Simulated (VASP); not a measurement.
# NaCdIn (P-6m2) in VASP: notebook

Runs on NaCdIn. Level: PBE. Tasks: single point.

All numbers are computed with VASP 6.6.1; they aren't measurements. Logs are shortened: lines on timing, memory, paths and dates and some standing lists are left out, and cuts for length are marked.

### 1 The cell of the first run

It takes space group P-6m2 (No. 187, hexagonal). Conventional cell: a = 5.389 Å, b = 5.389 Å, c = 3.303 Å, α = 90.00°, β = 90.00°, γ = 120.00°. Na (site symmetry -6m2) has 2 Na at 3.30 Å and 6 Cd at 3.52 Å and 6 In at 3.52 Å within 4.3 Å. Within 4.1 Å of Cd (site symmetry -6m2) lie 3 In at 3.11 Å and 2 Cd at 3.30 Å and 6 Na at 3.52 Å. In (site symmetry -6m2) has 3 Cd at 3.11 Å and 2 In at 3.30 Å and 6 Na at 3.52 Å within 4.1 Å.

### 2 Single point, PBE

Contents of INCAR:

```
PREC = Accurate ; ENCUT = 520
EDIFF = 1E-7 ; ISMEAR = 0
SIGMA = 0.1 ; LREAL = False
LASPH = True ; NELM = 100
ALGO = Normal ; ISIF = 2
LWAVE = False ; LCHARG = False
GGA = PE ; NBANDS = 23
```

Contents of KPOINTS:

```
Automatic mesh
0
Gamma
  6 6 6
```

Contents of POSCAR:

```
NaCdIn
1.0
    5.3887467500      0.0000000000      0.0000000000
   -2.6943733800      4.6667915800      0.0000000000
    0.0000000000      0.0000000000      3.3033017600
Na Cd In
1 1 1
Direct
    0.0000000000      0.0000000000      0.0000000000
    0.6666666700      0.3333333300      0.5000000000
    0.3333333300      0.6666666700      0.5000000000
```

Potentials or basis: VASP PAW PBE potentials, release 64 (Na_pv, Cd, In_d).

The run is started by

```sh
$ cat potpaw_PBE.64/Na_pv/POTCAR potpaw_PBE.64/Cd/POTCAR potpaw_PBE.64/In_d/POTCAR > POTCAR
$ mpirun -np 1 vasp_std > vasp.out
```

OUTCAR:

```text
PREC = Accurate
   ENCUT = 520
   EDIFF = 1E-7
   ISMEAR = 0
   LREAL = False
   LASPH = True
   NELM = 100
   ISIF = 2
   GGA = PE

 ion  position               nearest neighbor table
   1  0.000  0.000  0.000-
   2  0.667  0.333  0.500-   3 3.11   3 3.11   3 3.11
   3  0.333  0.667  0.500-   2 3.11   2 3.11   2 3.11

  LATTYP: Found a hexagonal cell.
 ALAT       =     5.3887467500
 C/A-ratio  =     0.6130000004

  Lattice vectors:

 A1 = (   5.3887467500,   0.0000000000,   0.0000000000)
 A2 = (  -2.6943733800,   4.6667915800,   0.0000000000)
 A3 = (   0.0000000000,   0.0000000000,   3.3033017600)

Analysis of symmetry for initial positions (statically):
=====================================================================
 Subroutine PRICEL returns:
 Original cell was already a primitive cell.

 Routine SETGRP: Setting up the symmetry group for a
 hexagonal supercell.

 Subroutine GETGRP returns: Found 12 space group operations
 (whereof 12 operations were pure point group operations)
 out of a pool of 24 trial point group operations.

The static configuration has the point symmetry D_3h.

Analysis of symmetry for dynamics (positions and initial velocities):
=====================================================================
 Subroutine PRICEL returns:
 Original cell was already a primitive cell.

 Routine SETGRP: Setting up the symmetry group for a
 hexagonal supercell.

 Subroutine GETGRP returns: Found 12 space group operations
 (whereof 12 operations were pure point group operations)
 out of a pool of 24 trial point group operations.

The dynamic configuration has the point symmetry D_3h.

 Subroutine INISYM returns: Found 12 space group operations
 (whereof 12 operations are pure point group operations),
 and found     1 'primitive' translations

----------------------------------------------------------------------------------------

                                     Primitive cell

  volume of cell :      83.0720

  direct lattice vectors                    reciprocal lattice vectors
     5.388746750  0.000000000  0.000000000     0.185571905  0.107139990  0.000000000
    -2.694373380  4.666791580  0.000000000     0.000000000  0.214279979  0.000000000
     0.000000000  0.000000000  3.303301760     0.000000000  0.000000000  0.302727414

  length of vectors
     5.388746750  5.388746752  3.303301760     0.214279979  0.214279979  0.302727414

  position of ions in fractional coordinates (direct lattice)
     0.000000000  0.000000000  0.000000000
     0.666666670  0.333333330  0.500000000
     0.333333330  0.666666670  0.500000000

  ion indices of the primitive-cell ions
   primitive index   ion index
                 1           1
                 2           2
                 3           3

----------------------------------------------------------------------------------------

 KPOINTS: Automatic mesh

Automatic generation of k-mesh.
 Grid dimensions read from file:
 generate k-points for:    6    6    6

 Generating k-lattice:

  Cartesian coordinates                     Fractional coordinates (reciprocal lattice)
     0.030928651  0.017856665  0.000000000     0.166666667  0.000000000  0.000000000
     0.000000000  0.035713330  0.000000000     0.000000000  0.166666667  0.000000000
     0.000000000  0.000000000  0.050454569     0.000000000  0.000000000  0.166666667

  Length of vectors
     0.035713330  0.035713330  0.050454569

  Shift w.r.t. Gamma in fractional coordinates (k-lattice)
     0.000000000  0.000000000  0.000000000

 Subroutine IBZKPT returns following result:
 ===========================================

 Found     28 irreducible k-points:

 Following reciprocal coordinates:
            Coordinates               Weight
  0.000000  0.000000  0.000000      1.000000
  0.166667 -0.000000  0.000000      6.000000
  0.333333 -0.000000  0.000000      6.000000
  0.500000 -0.000000  0.000000      3.000000
  0.166667  0.166667  0.000000      6.000000
  0.333333  0.166667  0.000000     12.000000
[... 16 lines left out ...]
  0.166667 -0.000000  0.500000      6.000000
  0.333333 -0.000000  0.500000      6.000000
 [... further k-points ...]
   k-points           NKPTS =     28   k-points in BZ     NKDIM =     28   number of bands    NBANDS=     23
   number of dos      NEDOS =    301   number of ions     NIONS =      3
   total plane-waves  NPLWV =  44800
   dimension x,y,z NGX =    40 NGY =   40 NGZ =   28
   dimension x,y,z NGXF=    80 NGYF=   80 NGZF=   56
   ions per type =               1   1   1
   NGX,Y,Z   is equivalent  to a cutoff of  12.34, 12.34, 14.09 a.u.
   NGXF,Y,Z  is equivalent  to a cutoff of  24.68, 24.68, 28.18 a.u.
 SYSTEM =  unknown system
   PREC   = accura    normal or accurate (medium, high low for compatibility)
   ISTART =      0    job   : 0-new  1-cont  2-samecut
   ICHARG =      2    charge: 1-file 2-atom 10-const
   ISPIN  =      1    spin polarized calculation?
   LNONCOLLINEAR =      F non collinear calculations
   LSORBIT =      F    spin-orbit coupling
   LASPH  =      T    aspherical Exc in radial PAW
   ENCUT  =  520.0 eV  38.22 Ry    6.18 a.u.  10.02 10.02  6.14*2*pi/ulx,y,z
   NELM   =    100;   NELMIN=  2; NELMDL= -5     # of ELM steps
   EDIFF  = 0.1E-06   stopping-criterion for ELM
   LREAL  =      F    real-space projection
   EDIFFG = 0.1E-05   stopping-criterion for IOM
   NSW    =      0    number of steps for IOM
   IBRION =     -1    ionic relax: 0-MD 1-quasi-New 2-CG
   NFREE  =      0    steps in history (QN), initial steepest desc. (CG)
   ISIF   =      2    stress and relaxation
   ISYM   =      2    0-nonsym 1-usesym 2-fastsym
   POTIM  = 0.5000    time-step for ionic-motion
   TEBEG  =    0.0;   TEEND  =   0.0 temperature during run
   PSTRESS=    0.0 pullay stress
   NELECT =      32.0000    total number of electrons
   NUPDOWN=      -1.0000    fix difference up-down
   EMIN   =  10.00;   EMAX   =-10.00  energy-range for DOS
   EFERMI =   0.00;   METHOD = LEGACY
   ISMEAR =     0;   SIGMA  =   0.10  broadening in eV -4-tet -1-fermi 0-gaus
   EFERMI_NEDOS =   21; number of points for ismear=-14 and -15
   IALGO  =     38    algorithm
   IMIX   =      4    mixing-type and parameters
     AMIX     =   0.40;   BMIX     =  1.00
     AMIX_MAG =   1.60;   BMIX_MAG =  1.00
  volume/ion in A,a.u.               =      27.69       186.87
  Fermi-wavevector in a.u.,A,eV,Ry     =   1.191169  2.250983 19.305080  1.418883
  Thomas-Fermi vector in A             =   2.327237
   LORBIT       =      0    0 simple, 1 ext, 2 COOP (PROOUT), +10 PAW based schemes
   GGA     = PE    functional components
   LHFCALC =     F    Hartree Fock is set to
   AEXX    =    0.0000 exact exchange contribution
   IVDW    =     0    specifies the selected vdW correction
   LEPSILON=     F    determine dielectric tensor
   LRPA    =     F    only Hartree local field effects (RPA)
 non-spin polarized calculation
 Gauss-broadening in eV      SIGMA  =   0.10
  energy-cutoff  :      520.00
  volume of cell :       83.07
 maximum number of plane-waves:      2263
   NGX = 21   NGY = 21   NGZ = 13

 number of electron      31.9999994 magnetization

 Free energy of the ion-electron system (eV)
  ---------------------------------------------------
  ext. energy  EPLUGINS =         0.00000000
  ---------------------------------------------------
  free energy    TOTEN  =        -4.88856792 eV

  energy without entropy =       -4.87977886  energy(sigma->0) =       -4.88417339

 E-fermi :   3.2099     XC(G=0):  -9.0038

 val. band max:        3.1804078353   @ k =   0.5000  -0.0000   0.3333
 cond. band min:       3.2255657885   @ k =   0.5000  -0.0000   0.5000
 fundamental gap:      0.0451579532
 Fermi energy:         3.2099283470

 k-point     1 :       0.0000    0.0000    0.0000
  band No.  band energies     occupation
      1     -21.5041      2.00000
      2     -21.5041      2.00000
      3     -21.4993      2.00000
      4     -11.6362      2.00000
      5     -11.4283      2.00000
      6     -11.4283      2.00000
[... 15 lines left out ...]
     22      12.3117      0.00000
     23      15.0706      0.00000

 k-point     2 :       0.1667   -0.0000    0.0000
  band No.  band energies     occupation
      1     -21.5043      2.00000
      2     -21.5041      2.00000
      3     -21.4993      2.00000
      4     -11.6355      2.00000
      5     -11.4299      2.00000
      6     -11.4280      2.00000
[... 15 lines left out ...]
     22      12.4422      0.00000
     23      14.3806      0.00000

 k-point     3 :       0.3333   -0.0000    0.0000
  band No.  band energies     occupation
      1     -21.5045      2.00000
      2     -21.5042      2.00000
      3     -21.4993      2.00000
      4     -11.6340      2.00000
      5     -11.4331      2.00000
      6     -11.4275      2.00000
[... 15 lines left out ...]
     22      12.0132      0.00000
     23      12.1507      0.00000

 k-point     4 :       0.5000   -0.0000    0.0000
  band No.  band energies     occupation
      1     -21.5047      2.00000
      2     -21.5042      2.00000
      3     -21.4993      2.00000
      4     -11.6333      2.00000
      5     -11.4348      2.00000
      6     -11.4273      2.00000
[... 15 lines left out ...]
     22      10.4794      0.00000
     23      12.4718      0.00000

 k-point     5 :       0.1667    0.1667    0.0000
  band No.  band energies     occupation
      1     -21.5044      2.00000
      2     -21.5042      2.00000
      3     -21.4993      2.00000
      4     -11.6344      2.00000
      5     -11.4319      2.00000
      6     -11.4281      2.00000
[... 434 lines left out ...]
 k-point    22 :       0.0000    0.0000    0.5000
  band No.  band energies     occupation
      1     -21.5632      2.00000
      2     -21.4967      2.00000
      3     -21.4967      2.00000
      4     -11.4984      2.00000
      5     -11.4984      2.00000
      6     -11.4118      2.00000
[... 15 lines left out ...]
     22       8.4909      0.00000
     23       8.8634      0.00000

 k-point    23 :       0.1667   -0.0000    0.5000
  band No.  band energies     occupation
      1     -21.5631      2.00000
      2     -21.4968      2.00000
      3     -21.4967      2.00000
      4     -11.4989      2.00000
      5     -11.4986      2.00000
      6     -11.4131      2.00000
[... 15 lines left out ...]
     22       8.3281      0.00000
     23       8.3686      0.00000

 k-point    24 :       0.3333   -0.0000    0.5000
  band No.  band energies     occupation
      1     -21.5631      2.00000
      2     -21.4970      2.00000
      3     -21.4968      2.00000
      4     -11.5001      2.00000
      5     -11.4990      2.00000
      6     -11.4157      2.00000
[... 15 lines left out ...]
     22       9.5066      0.00000
     23      10.0234      0.00000

 [... further k-points ...]
[... 5 lines left out ...]
  --------------------------------------------------------------------------------------
  -------------------------------------------------------------------------------------
  Total       -0.9866173     -0.9866173     -0.3293056      0.0000000      0.0000000     -0.0000000
  in kB      -19.0285143    -19.0285143     -6.3511926      0.0000000      0.0000000     -0.0000000
  external PRESSURE =     -14.8027404 kB  Pullay stress =       0.0000000 kB

 VOLUME and BASIS-vectors are now :
 -----------------------------------------------------------------------------
  energy-cutoff  :      520.00
  volume of cell :       83.07
      direct lattice vectors                 reciprocal lattice vectors
     5.388746750  0.000000000  0.000000000     0.185571905  0.107139990  0.000000000
    -2.694373380  4.666791580  0.000000000     0.000000000  0.214279979  0.000000000
     0.000000000  0.000000000  3.303301760     0.000000000  0.000000000  0.302727414

 POSITION                                       TOTAL-FORCE (eV/Angst)
 -----------------------------------------------------------------------------------
      0.00000      0.00000      0.00000         0.000000      0.000000      0.000000
      2.69437      1.55560      1.65165        -0.000000      0.000000      0.000000
     -0.00000      3.11119      1.65165        -0.000000      0.000000      0.000000
 -----------------------------------------------------------------------------------
    total drift:                                0.000002     -0.000001     -0.000000

  FREE ENERGIE OF THE ION-ELECTRON SYSTEM (eV)
  ---------------------------------------------------
  free  energy   TOTEN  =        -4.8885679175 eV

  energy  without entropy=       -4.8797788584  energy(sigma->0) =       -4.88417339
```

Wall time 32 s (1 thread of Oxide Virtual Turin-like, shared host); peak memory 0.2 GiB.

What came out:

| Quantity | Value |
| --- | --- |
| Free energy | -4.8886 eV |
| Pressure | -1.5 GPa |
| Band gap on the k mesh | zero (bands 16 and 17 overlap by 2.52 eV) |

Caveat: spin-orbit coupling is left out, which moves the levels of the heavy elements.

### 3 Single point, PBE (22.84 Å³/atom)

This run uses another cell than the first one, of 22.84 Å³/atom.

Contents of INCAR:

```
SYSTEM = NaCdIn
ALGO = Fast
EDIFF = 1E-7
ENCUT = 520
GGA = PE
ISIF = 2
ISMEAR = 0
LASPH = .True.
LCHARG = .False.
LREAL = .False.
LWAVE = .False.
NBANDS = 23
NELM = 60
PREC = Accurate
SIGMA = 0.1
```

Contents of KPOINTS:

```
k-points
0
Gamma
  12 12 14
  0 0 0
```

Contents of POSCAR:

```
NaCdIn
1.0
    4.9726422904      0.0000000027      0.0000000000
   -2.4863211475      4.3064345460      0.0000000000
    0.0000000000      0.0000000000      3.1999019309
Na Cd In
1 1 1
Direct
    0.0000000000      0.0000000000      0.0000000000
    0.6666666667      0.3333333333      0.5000000000
    0.3333333333      0.6666666667      0.5000000000
```

Potentials or basis: VASP PAW PBE potentials, release 64 (Na_pv, Cd, In_d).

The run is started by

```sh
$ cat potpaw_PBE.64/Na_pv/POTCAR potpaw_PBE.64/Cd/POTCAR potpaw_PBE.64/In_d/POTCAR > POTCAR
$ mpirun -np 1 vasp_std > vasp.out
```

Wall time 4 min (1 thread of Oxide Virtual Turin-like, shared host); peak memory 0.35 GiB.

Results (log left out):

```yaml
Free_energy: -4.9144 eV
Pressure: 4.6 GPa
Band_gap_on_the_k_mesh: zero (bands 16 and 17 overlap by 3.32 eV)
```

Stress tensor (GPa, compression positive):
```
4.66 0.00 0.00
0.00 4.66 0.00
0.00 0.00 4.51
```

Levels at points of the mesh, in eV from the Fermi level:
```csv
k point,band 13,band 14,band 15,band 16,band 17,band 18,band 19,band 20
"(0.00, 0.00, 0.00)",-8.72,-8.37,-0.22,-0.12,-0.12,2.31,2.31,3.85
"(0.50, 0.00, 0.00)",-8.72,-6.74,-5.34,-1.63,0.15,6.62,7.29,7.75
"(0.00, 0.00, 0.50)",-8.77,-4.89,-3.23,2.53,2.53,3.00,3.73,4.84
"(0.50, 0.00, 0.50)",-8.64,-3.72,-2.17,-1.75,-0.05,0.77,3.29,4.62
```

Caveat: the cell stands under pressure; spin-orbit coupling is left out, which moves the levels of the heavy elements.

### 4 Single point, PBE (23.62 Å³/atom)

This run uses another cell than the first one, of 23.62 Å³/atom.

Contents of INCAR:

```
PREC     = Accurate       # precision mode
ENCUT    = 520            # plane-wave cutoff, eV
EDIFF    = 1E-6           # SCF threshold, eV
ISMEAR   = 0              # smearing method
SIGMA    = 0.1            # smearing width, eV
LREAL    = False          # projectors in reciprocal space
LASPH    = True           # aspherical terms in the spheres
NELM     = 60             # most SCF steps
ALGO     = Fast           # electronic algorithm
ISIF     = 2              # what is computed and relaxed
LWAVE    = False          # write WAVECAR
LCHARG   = False          # write CHGCAR
GGA      = PE             # functional
NBANDS   = 23             # bands
```

Contents of KPOINTS:

```
Automatic mesh
0
Gamma
  12 12 14
```

Contents of POSCAR:

```
NaCdIn
1.0
    5.0194972352      0.0000000027      0.0000000000
   -2.5097486199      4.3470121185      0.0000000000
    0.0000000000      0.0000000000      3.2475017087
Na Cd In
1 1 1
Direct
    0.0000000000      0.0000000000      0.0000000000
    0.6666666667      0.3333333333      0.5000000000
    0.3333333333      0.6666666667      0.5000000000
```

The run is started by

```sh
$ cat potpaw_PBE.64/Na_pv/POTCAR potpaw_PBE.64/Cd/POTCAR potpaw_PBE.64/In_d/POTCAR > POTCAR
$ mpirun -np 1 vasp_std > vasp.out
```

Wall time 4.1 min (1 thread of Oxide Virtual Turin-like, shared host); peak memory 0.35 GiB.

The run converged. Its results:

* Free energy: -4.9706 eV
* Pressure: 3.1 GPa
* Band gap on the k mesh: zero (bands 16 and 17 overlap by 3.22 eV)

Levels at points of the mesh, in eV from the Fermi level:
```
           k point  band 12  band 13  band 14  band 15  band 16  band 17  band 18  band 19  band 20  band 21
(0.00, 0.00, 0.00)    -8.68    -8.68    -8.19    -0.28    -0.07    -0.07     2.30     2.30     3.77     6.15
(0.50, 0.00, 0.00)    -8.70    -8.68    -6.62    -5.20    -1.54     0.13     6.55     7.15     7.46     7.61
(0.00, 0.00, 0.50)    -8.93    -8.73    -4.90    -3.12     2.45     2.45     2.98     3.44     4.75     4.75
(0.50, 0.00, 0.50)    -8.85    -8.61    -3.75    -2.19    -1.67    -0.02     0.76     3.14     4.52     5.10
```

Caveat: the cell stands under pressure; spin-orbit coupling is left out, which moves the levels of the heavy elements.

### 5 Single point, PBE (24.40 Å³/atom)

This run uses another cell than the first one, of 24.40 Å³/atom.

Contents of INCAR:

```
SYSTEM = NaCdIn
  PREC = Accurate
  ENCUT = 520
  EDIFF = 1E-7
  ISMEAR = 0
  SIGMA = 0.1
  LREAL = .False.
  LASPH = .True.
  NELM = 60
  ALGO = Fast
  ISIF = 2
  LWAVE = .False.
  LCHARG = .False.
  GGA = PE
  NBANDS = 23
```

Contents of KPOINTS:

```
regular mesh
0
Gamma
  12 12 14
  0 0 0
```

Contents of POSCAR:

```
NaCdIn
1.0
    5.0571803886      0.0000000027      0.0000000000
   -2.5285901967      4.3796466867      0.0000000000
    0.0000000000      0.0000000000      3.3047559869
Na Cd In
1 1 1
Direct
    0.0000000000      0.0000000000      0.0000000000
    0.6666666667      0.3333333333      0.5000000000
    0.3333333333      0.6666666667      0.5000000000
```

The run is started by

```sh
$ cat potpaw_PBE.64/Na_pv/POTCAR potpaw_PBE.64/Cd/POTCAR potpaw_PBE.64/In_d/POTCAR > POTCAR
$ mpirun -np 1 vasp_std > vasp.out
```

Run time: 6.7 min. Hardware: 1 thread of Oxide Virtual Turin-like, shared host; peak memory 0.38 GiB.

It converged, with:

| Property | Result |
| --- | --- |
| Free energy | -5.0072 eV |
| Pressure | 1.9 GPa |
| Band gap on the k mesh | zero (bands 16 and 17 overlap by 3.14 eV) |

Stress tensor (GPa, compression positive):
```
1.98 0.00 0.00
0.00 1.98 0.00
0.00 0.00 1.80
```

Levels at points of the mesh, in eV from the Fermi level:
```csv
k point,band 13,band 14,band 15,band 16,band 17,band 18,band 19,band 20
"(0.00, 0.00, 0.00)",-8.65,-8.00,-0.29,0.00,0.00,2.32,2.32,3.74
"(0.50, 0.00, 0.00)",-8.65,-6.49,-5.06,-1.44,0.15,6.54,7.08,7.12
"(0.00, 0.00, 0.50)",-8.69,-4.93,-3.00,2.37,2.37,3.00,3.18,4.69
"(0.50, 0.00, 0.50)",-8.58,-3.80,-2.22,-1.58,0.03,0.74,3.01,4.45
```

Caveat: spin-orbit coupling is left out, which moves the levels of the heavy elements.

### 6 The runs side by side

| cell | k mesh | gap on the mesh (eV) | pressure (GPa) |
| --- | --- | --- | --- |
| a = 5.389, b = 5.389, c = 3.303 Å, angles 90.0, 90.0, 120.0°, 3 atoms | 6 × 6 × 6 | none | -1.5 |
| a = 4.973, b = 4.973, c = 3.200 Å, angles 90.0, 90.0, 120.0°, 3 atoms | 12 × 12 × 14 | none | 4.6 |
| a = 5.019, b = 5.019, c = 3.248 Å, angles 90.0, 90.0, 120.0°, 3 atoms | 12 × 12 × 14 | none | 3.1 |
| a = 5.057, b = 5.057, c = 3.305 Å, angles 90.0, 90.0, 120.0°, 3 atoms | 12 × 12 × 14 | none | 1.9 |

Alike in all rows: task single point; level PBE; potentials or basis VASP PAW PBE potentials, release 64 (Na_pv, Cd, In_d); no spin polarisation; cutoff (eV) 520; smearing gaussian 0.1 eV.

Caveats: spin-orbit coupling is left out, which moves the levels of the heavy elements; the cell stands under pressure (at least some runs).

Total energies depend on the potentials used, so only differences within one code and one set of settings carry meaning.

The gap in the log of VASP goes by the Fermi energy; the results here count the filled bands.